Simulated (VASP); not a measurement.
# Os (Fm-3m) in VASP: further runs

Runs on Os. Level: PBEsol. Tasks: relaxation of cell and atoms.

All numbers are computed with VASP 6.6.1; they aren't measurements. Logs are shortened: lines on timing, memory, paths and dates and some standing lists are left out, and cuts for length are marked.

## (1) The cell of the first run

Symmetry: Fm-3m, No. 225, cubic system. The conventional cell has a = 3.820 Å, b = 3.820 Å, c = 3.820 Å, α = 90.00°, β = 90.00°, γ = 90.00°. Os (site symmetry m-3m) has 12 Os at 2.70 Å within 3.6 Å.

This isn't the form of Os at room conditions, which is hcp.

## (2) Relaxation of cell and atoms, PBEsol, target pressure 40 GPa, at which the enthalpy is minimised

INCAR

```
SYSTEM = Os
ALGO = Normal
EDIFF = 1E-7
EDIFFG = -0.03
ENCUT = 600
GGA = PS
GGA_COMPAT = .FALSE.
IBRION = 2
ISIF = 3
ISMEAR = -1
LASPH = .TRUE.
LCHARG = .FALSE.
LREAL = .FALSE.
LWAVE = .FALSE.
NELM = 120
NELMIN = 4
NSW = 60
PREC = Accurate
PSTRESS = 400.0
SIGMA = 0.1
```

KPOINTS

```
k-points
0
G
  19 19 19
  0 0 0
```

POSCAR

```
Os
1.0
    0.0000000000      1.9100000000      1.9100000000
    1.9100000000      0.0000000000      1.9100000000
    1.9100000000      1.9100000000      0.0000000000
Os
1
Direct
    0.0000000000      0.0000000000      0.0000000000
```

Potentials or basis: VASP PAW PBE potentials, release 64 (Os).

On the command line:

```sh
$ cat potpaw_PBE.64/Os/POTCAR > POTCAR
$ mpirun -np 1 vasp_std > vasp.out
```

OUTCAR:

```text
SYSTEM = Os
   EDIFF = 1E-7
   EDIFFG = -0.03
   ENCUT = 600
   GGA = PS
   IBRION = 2
   ISIF = 3
   ISMEAR = -1
   LASPH = .TRUE.
   LREAL = .FALSE.
   NELM = 120
   NELMIN = 4
   NSW = 60
   PREC = Accurate
   PSTRESS = 400.0

 ion  position               nearest neighbor table
   1  0.000  0.000  0.000-

  LATTYP: Found a face centered cubic cell.
 ALAT       =     3.8200000000

  Lattice vectors:

 A1 = (   0.0000000000,   1.9100000000,   1.9100000000)
 A2 = (   1.9100000000,   0.0000000000,   1.9100000000)
 A3 = (   1.9100000000,   1.9100000000,   0.0000000000)

Analysis of symmetry for initial positions (statically):
=====================================================================
 Subroutine PRICEL returns:
 Original cell was already a primitive cell.

 Routine SETGRP: Setting up the symmetry group for a
 face centered cubic supercell.

 Subroutine GETGRP returns: Found 48 space group operations
 (whereof 48 operations were pure point group operations)
 out of a pool of 48 trial point group operations.

The static configuration has the point symmetry O_h .

Analysis of symmetry for dynamics (positions and initial velocities):
=====================================================================
 Subroutine PRICEL returns:
 Original cell was already a primitive cell.

 Routine SETGRP: Setting up the symmetry group for a
 face centered cubic supercell.

 Subroutine GETGRP returns: Found 48 space group operations
 (whereof 48 operations were pure point group operations)
 out of a pool of 48 trial point group operations.

The dynamic configuration has the point symmetry O_h .

 Subroutine INISYM returns: Found 48 space group operations
 (whereof 48 operations are pure point group operations),
 and found     1 'primitive' translations

----------------------------------------------------------------------------------------

                                     Primitive cell

  volume of cell :      13.9357

  direct lattice vectors                    reciprocal lattice vectors
     0.000000000  1.910000000  1.910000000    -0.261780105  0.261780105  0.261780105
     1.910000000  0.000000000  1.910000000     0.261780105 -0.261780105  0.261780105
     1.910000000  1.910000000  0.000000000     0.261780105  0.261780105 -0.261780105

  length of vectors
     2.701147904  2.701147904  2.701147904     0.453416442  0.453416442  0.453416442

  position of ions in fractional coordinates (direct lattice)
     0.000000000  0.000000000  0.000000000

  ion indices of the primitive-cell ions
   primitive index   ion index
                 1           1

----------------------------------------------------------------------------------------

 KPOINTS: k-points

Automatic generation of k-mesh.
 Grid dimensions read from file:
 generate k-points for:   19   19   19

 Generating k-lattice:

  Cartesian coordinates                     Fractional coordinates (reciprocal lattice)
    -0.013777900  0.013777900  0.013777900     0.052631579  0.000000000  0.000000000
     0.013777900 -0.013777900  0.013777900     0.000000000  0.052631579  0.000000000
     0.013777900  0.013777900 -0.013777900     0.000000000  0.000000000  0.052631579

  Length of vectors
     0.023864023  0.023864023  0.023864023

  Shift w.r.t. Gamma in fractional coordinates (k-lattice)
     0.000000000  0.000000000  0.000000000

 Subroutine IBZKPT returns following result:
 ===========================================

 Found    220 irreducible k-points:

 Following reciprocal coordinates:
            Coordinates               Weight
  0.000000  0.000000  0.000000      1.000000
  0.052632  0.000000  0.000000      8.000000
  0.105263  0.000000  0.000000      8.000000
  0.157895  0.000000  0.000000      8.000000
  0.210526  0.000000  0.000000      8.000000
  0.263158  0.000000  0.000000      8.000000
[... 16 lines left out ...]
 -0.315789  0.052632  0.000000     24.000000
 -0.263158  0.052632  0.000000     24.000000
 [... further k-points ...]
   k-points           NKPTS =    220   k-points in BZ     NKDIM =    220   number of bands    NBANDS=      8
   number of dos      NEDOS =    301   number of ions     NIONS =      1
   total plane-waves  NPLWV =  13824
   dimension x,y,z NGX =    24 NGY =   24 NGZ =   24
   dimension x,y,z NGXF=    48 NGYF=   48 NGZF=   48
   ions per type =               1
   NGX,Y,Z   is equivalent  to a cutoff of  14.77, 14.77, 14.77 a.u.
   NGXF,Y,Z  is equivalent  to a cutoff of  29.54, 29.54, 29.54 a.u.
 SYSTEM =  Os
   PREC   = accura    normal or accurate (medium, high low for compatibility)
   ISTART =      0    job   : 0-new  1-cont  2-samecut
   ICHARG =      2    charge: 1-file 2-atom 10-const
   ISPIN  =      1    spin polarized calculation?
   LNONCOLLINEAR =      F non collinear calculations
   LSORBIT =      F    spin-orbit coupling
   LASPH  =      T    aspherical Exc in radial PAW
   ENCUT  =  600.0 eV  44.10 Ry    6.64 a.u.   5.39  5.39  5.39*2*pi/ulx,y,z
   NELM   =    120;   NELMIN=  4; NELMDL= -5     # of ELM steps
   EDIFF  = 0.1E-06   stopping-criterion for ELM
   LREAL  =      F    real-space projection
   EDIFFG = -.3E-01   stopping-criterion for IOM
   NSW    =     60    number of steps for IOM
   IBRION =      2    ionic relax: 0-MD 1-quasi-New 2-CG
   NFREE  =      1    steps in history (QN), initial steepest desc. (CG)
   ISIF   =      3    stress and relaxation
   ISYM   =      2    0-nonsym 1-usesym 2-fastsym
   POTIM  = 0.5000    time-step for ionic-motion
   TEBEG  =    0.0;   TEEND  =   0.0 temperature during run
   PSTRESS=  400.0 pullay stress
   NELECT =       8.0000    total number of electrons
   NUPDOWN=      -1.0000    fix difference up-down
   EMIN   =  10.00;   EMAX   =-10.00  energy-range for DOS
   EFERMI =   0.00;   METHOD = LEGACY
   ISMEAR =    -1;   SIGMA  =   0.10  broadening in eV -4-tet -1-fermi 0-gaus
   EFERMI_NEDOS =   21; number of points for ismear=-14 and -15
   IALGO  =     38    algorithm
   IMIX   =      4    mixing-type and parameters
     AMIX     =   0.40;   BMIX     =  1.00
     AMIX_MAG =   1.60;   BMIX_MAG =  1.00
  volume/ion in A,a.u.               =      13.94        94.04
  Fermi-wavevector in a.u.,A,eV,Ry     =   1.360593  2.571147 25.187274  1.851212
  Thomas-Fermi vector in A             =   2.487242
   LORBIT       =      0    0 simple, 1 ext, 2 COOP (PROOUT), +10 PAW based schemes
   GGA     = PS    functional components
   LHFCALC =     F    Hartree Fock is set to
   AEXX    =    0.0000 exact exchange contribution
   IVDW    =     0    specifies the selected vdW correction
   LEPSILON=     F    determine dielectric tensor
   LRPA    =     F    only Hartree local field effects (RPA)
 conjugate gradient relaxation of ions
 non-spin polarized calculation
  energy-cutoff  :      600.00
  volume of cell :       13.94
 maximum number of plane-waves:       485
 NGX is ok and might be reduce to    24
   NGX = 11   NGY = 11   NGZ = 11

--------------------------------------- Ionic step        1  -------------------------------------------

 number of electron       8.0000000 magnetization

 Free energy of the ion-electron system (eV)
  ---------------------------------------------------
  ext. energy  EPLUGINS =         0.00000000
  ---------------------------------------------------
  free energy    TOTEN  =       -12.11525624 eV

  energy without entropy =      -12.09229587  energy(sigma->0) =      -12.10377606

 E-fermi :   9.2713     XC(G=0): -14.1738

 val. band max:        9.2572923142   @ k =   0.0526   0.0000   0.0000
 cond. band min:       9.2851056688   @ k =   0.4737   0.4211   0.0526
 fundamental gap:      0.0278133546
 Fermi energy:         9.2712976188

 k-point     1 :       0.0000    0.0000    0.0000
  band No.  band energies     occupation
      1      -1.6673      2.00000
      2       6.2110      2.00000
      3       6.2110      2.00000
      4       6.2110      2.00000
      5       9.3024      0.84580
      6       9.3024      0.84580
      7      23.5093      0.00000
      8      29.3389      0.00000

 k-point     2 :       0.0526    0.0000    0.0000
  band No.  band energies     occupation
      1      -1.5362      2.00000
      2       6.1298      2.00000
      3       6.2715      2.00000
      4       6.2715      2.00000
      5       9.2573      1.06991
      6       9.2573      1.06991
      7      23.7560      0.00000
      8      28.6385      0.00000
[... 381 lines left out ...]
  FREE ENERGIE OF THE ION-ELECTRON SYSTEM (eV)
  ---------------------------------------------------
  free  energy   TOTEN  =       -12.0200141385 eV

  energy  without entropy=      -11.9999781691  energy(sigma->0) =      -12.00999615

  enthalpy is  TOTEN    =        -8.7646531815 eV   P V=        3.2553609570

--------------------------------------- Ionic step        5  -------------------------------------------

 number of electron       8.0000000 magnetization

 Free energy of the ion-electron system (eV)
  ---------------------------------------------------
  ext. energy  EPLUGINS =         0.00000000
  ---------------------------------------------------
  free energy    TOTEN  =       -11.99582607 eV

  energy without entropy =      -11.97611004  energy(sigma->0) =      -11.98596806

 E-fermi :  10.4465     XC(G=0): -14.6017

 val. band max:       10.4432818434   @ k =   0.0526   0.0000   0.0000
 cond. band min:      10.4810150258   @ k =   0.4737   0.3158   0.1053
 fundamental gap:      0.0377331824
 Fermi energy:        10.4465491653

 k-point     1 :       0.0000    0.0000    0.0000
  band No.  band energies     occupation
      1      -1.1822      2.00000
      2       7.0262      2.00000
      3       7.0262      2.00000
      4       7.0262      2.00000
      5      10.4964      0.75565
      6      10.4964      0.75565
      7      24.6038      0.00000
      8      30.8950      0.00000

 k-point     2 :       0.0526    0.0000    0.0000
  band No.  band energies     occupation
      1      -1.0392      2.00000
      2       6.9344      2.00000
      3       7.0934      2.00000
      4       7.0934      2.00000
      5      10.4433      1.01634
      6      10.4433      1.01634
      7      24.8786      0.00000
      8      30.1590      0.00000
[... 264 lines left out ...]
 POSITION                                       TOTAL-FORCE (eV/Angst)
 -----------------------------------------------------------------------------------
      0.00000      0.00000      0.00000         0.000000      0.000000     -0.000000
 -----------------------------------------------------------------------------------
    total drift:                                0.000000     -0.000000      0.000000

  FREE ENERGIE OF THE ION-ELECTRON SYSTEM (eV)
  ---------------------------------------------------
  free  energy   TOTEN  =       -11.9958260717 eV

  energy  without entropy=      -11.9761100423  energy(sigma->0) =      -11.98596806

  enthalpy is  TOTEN    =        -8.7661805411 eV   P V=        3.2296455306

 reached required accuracy - stopping structural energy minimisation
```

Wall time 92 s (1 thread of AMD EPYC 7R13 (Zen 3), shared host); peak memory 0.15 GiB.

Results:

| Item | Value |
| --- | --- |
| Free energy | -11.9958 eV |
| Relaxed volume | 12.94 Å³/atom |
| Relaxed cell | a = 2.635 Å, b = 2.635 Å, c = 2.635 Å, α = 60.00°, β = 60.00°, γ = 60.00° |
| Space group after relaxing (to 0.1 Å) | Fm-3m (No. 225) |
| Energy change on relaxing (the run minimises the enthalpy) | +119.4 meV/atom |
| Ionic steps | 5 |
| Pressure after relaxing | 40.1 GPa |
| Band gap on the k mesh | zero (bands 4 and 5 overlap by 4.36 eV) |

Step by step:
```tsv
step	energy change (eV)	largest force (eV/Å)	pressure (GPa)	volume (Å³)
1	0.0000	0.0000	0.96	13.94
2	9.0109	0.0000	808.81	8.15
3	0.0705	0.0000	29.79	13.16
4	0.0952	0.0000	35.24	13.04
5	0.1194	0.0000	40.07	12.94
```

Final structure:
```cif
data_structure
_symmetry_space_group_name_H-M 'P 1'
_symmetry_Int_Tables_number 1
_cell_length_a 2.6350
_cell_length_b 2.6350
_cell_length_c 2.6350
_cell_angle_alpha 60.000
_cell_angle_beta 60.000
_cell_angle_gamma 60.000
_cell_volume 12.94
loop_
_atom_site_label
_atom_site_type_symbol
_atom_site_fract_x
_atom_site_fract_y
_atom_site_fract_z
_atom_site_occupancy
Os1 Os 0.00000 0.00000 0.00000 1
```

Levels at points of the mesh, in eV from the Fermi level:
| k point | band 2 | band 3 | band 4 | band 5 | band 6 | band 7 |
| --- | --- | --- | --- | --- | --- | --- |
| (0.00, 0.00, 0.00) | -3.42 | -3.42 | -3.42 | 0.05 | 0.05 | 14.16 |

Caveat: the cell is relaxed towards a set pressure, so the run minimises the enthalpy, not the energy; the PAW data sets were made with another functional, which shifts forces and pressure a little; spin-orbit coupling is left out, which moves the levels of the heavy elements.

## (3) Relaxation of cell and atoms, PBEsol, target pressure 60 GPa, at which the enthalpy is minimised

INCAR

```
ALGO = Normal
EDIFF = 1E-7
EDIFFG = -0.03
ENCUT = 600
GGA = PS
GGA_COMPAT = F
IBRION = 2
ISIF = 3
ISMEAR = -1
LASPH = T
LCHARG = F
LREAL = F
LWAVE = F
NELM = 120
NELMIN = 4
NSW = 60
PREC = Accurate
PSTRESS = 600.0
SIGMA = 0.1
```

KPOINTS

```
k-points
0
Gamma
  19 19 19
```

POSCAR is that of step 2.

Potentials or basis: VASP PAW PBE potentials, release 64 (Os).

On the command line:

```sh
$ cat potpaw_PBE.64/Os/POTCAR > POTCAR
$ mpirun -np 1 vasp_std > vasp.out
```

It took 2.7 min on 1 thread of AMD EPYC 7R13 (Zen 3), shared host; peak memory 0.16 GiB.

Results (log left out):

```
Free energy                                                : -11.8791 eV
Relaxed volume                                             : 12.56 Å³/atom
Relaxed cell                                               : a = 2.609 Å, b = 2.609 Å, c = 2.609 Å, α = 60.00°, β = 60.00°, γ = 60.00°
Space group after relaxing (to 0.1 Å)                      : Fm-3m (No. 225)
Energy change on relaxing (the run minimises the enthalpy) : +236.1 meV/atom
Ionic steps                                                : 14
Pressure after relaxing                                    : 59.6 GPa
Band gap on the k mesh                                     : zero (bands 4 and 5 overlap by 4.57 eV)
```

The path:
```csv
step,energy change (eV),largest force (eV/Å),pressure (GPa),volume (Å³)
1,0.0000,0.0000,0.96,13.94
2,29.1791,0.0000,2393.84,5.93
3,0.0839,0.0000,32.83,13.09
4,0.1378,0.0000,43.50,12.87
5,0.2434,0.0000,60.72,12.54
6,0.2333,0.0000,59.20,12.57
7,0.2337,0.0000,59.27,12.57
8,0.2350,0.0000,59.46,12.56
9,0.2350,0.0000,59.46,12.56
10,0.2350,0.0000,59.47,12.56
11,0.2351,0.0000,59.48,12.56
12,0.2353,0.0000,59.50,12.56
13,0.2356,0.0000,59.54,12.56
14,0.2361,0.0000,59.63,12.56
```

Final structure:
```cif
data_structure
_symmetry_space_group_name_H-M 'P 1'
_symmetry_Int_Tables_number 1
_cell_length_a 2.6091
_cell_length_b 2.6091
_cell_length_c 2.6091
_cell_angle_alpha 60.000
_cell_angle_beta 60.000
_cell_angle_gamma 60.000
_cell_volume 12.56
loop_
_atom_site_label
_atom_site_type_symbol
_atom_site_fract_x
_atom_site_fract_y
_atom_site_fract_z
_atom_site_occupancy
Os1 Os 0.00000 0.00000 0.00000 1
```

Levels at points of the mesh, in eV from the Fermi level:
```csv
k point,band 1,band 2,band 3,band 4,band 5,band 6,band 7,band 8
"(0.00, 0.00, 0.00)",-11.91,-3.58,-3.58,-3.58,0.06,0.06,14.11,20.59
```

Caveat: the cell is relaxed towards a set pressure, so the run minimises the enthalpy, not the energy; the PAW data sets were made with another functional, which shifts forces and pressure a little; spin-orbit coupling is left out, which moves the levels of the heavy elements.

The gap in the log of VASP goes by the Fermi energy; the results here count the filled bands.